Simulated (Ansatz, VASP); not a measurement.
SiW6 in VASP and in Ansatz

```
CELL_PARAMETERS angstrom
4.46825 0.00000 0.00000
-2.23413 3.86962 0.00000
0.00000 0.00000 21.72591
ATOMIC_POSITIONS crystal
W 0.66667 0.33333 0.18411
W 0.33333 0.66667 0.22609
W 0.00000 0.00000 0.26807
W 0.66667 0.33333 0.30709
W 0.33333 0.66667 0.34670
W 0.00000 0.00000 0.38322
Si 0.44444 0.11111 0.49829
```

Alike in both runs: task single point; functional PBE; dispersion D3(BJ); k mesh 6 × 6 × 1; occupations gaussian, width 0.1 eV; no spin polarisation.

|  | VASP | Ansatz |
| --- | --- | --- |
| version | VASP 6.6.1 | Ansatz 0.2.0 |
| potentials or method | VASP PAW PBE potentials, release 64 (W_sv, Si), cutoff 520 eV | scalar-relativistic, plane waves, PAW |
| valence electrons in the cell | 88 | 88 |

```tsv
	VASP	Ansatz	Ansatz less VASP
gap on the k mesh at the Fermi level (eV)	none	none	-
rms of the force components (eV/Å)	0.910	0.901	-0.0096
```

Atom by atom the forces differ by 0.021 eV/Å (rms over components). A gap of «none» marks a metal or a gap that the smearing closes.

Spin-orbit coupling is off throughout.
